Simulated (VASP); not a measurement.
Wanted: the native input for a VASP 6.6.1 run.

```
Task                   : electric field gradients
Functional             : PBE
Potentials or basis    : VASP PAW PBE potentials, release 64 (Pb_d, Se)
Cutoff                 : 520 eV
k mesh                 : 9 × 9 × 9
Occupations            : fermi-dirac, width 0.01 eV
Spin                   : no spin polarisation
Dipole correction      : no
Further INCAR settings : ALGO = Normal; EDIFF = 1e-08; NBANDS = 17
```

The structure of PbSe lies in POSCAR:

```
PbSe
1.0
    0.0000000000      3.0621500000      3.0621500000
    3.0621500000      0.0000000000      3.0621500000
    3.0621500000      3.0621500000      0.0000000000
Pb Se
1 1
Direct
    0.0000000000      0.0000000000      0.0000000000
    0.5000000000      0.5000000000      0.5000000000
```

One way to write it, as run:

INCAR

```
PREC = Accurate
ENCUT = 520
EDIFF = 1E-8
ISMEAR = -1
SIGMA = 0.01
LREAL = F
LASPH = T
NELM = 80
ALGO = Normal
ISIF = 2
LWAVE = F
LCHARG = F
GGA = PE
LEFG = T
NBANDS = 17
```

KPOINTS

```
Automatic mesh
0
Gamma
  9 9 9
```

Potentials or basis: VASP PAW PBE potentials, release 64 (Pb_d, Se).

The run is started by

```console
$ cat potpaw_PBE.64/Pb_d/POTCAR potpaw_PBE.64/Se/POTCAR > POTCAR
$ mpirun -np 1 vasp_std > vasp.out
```

Results of the run:

| Property | Result |
| --- | --- |
| Pressure | 2.3 GPa |

Caveat: without QUAD_EFG the Cq values of the log hold for a quadrupole moment of 1 mb, not for the nuclei.

Run time: 46 s on 1 thread of Intel Xeon 6975P-C (shared host), peak memory 0.19 GiB.
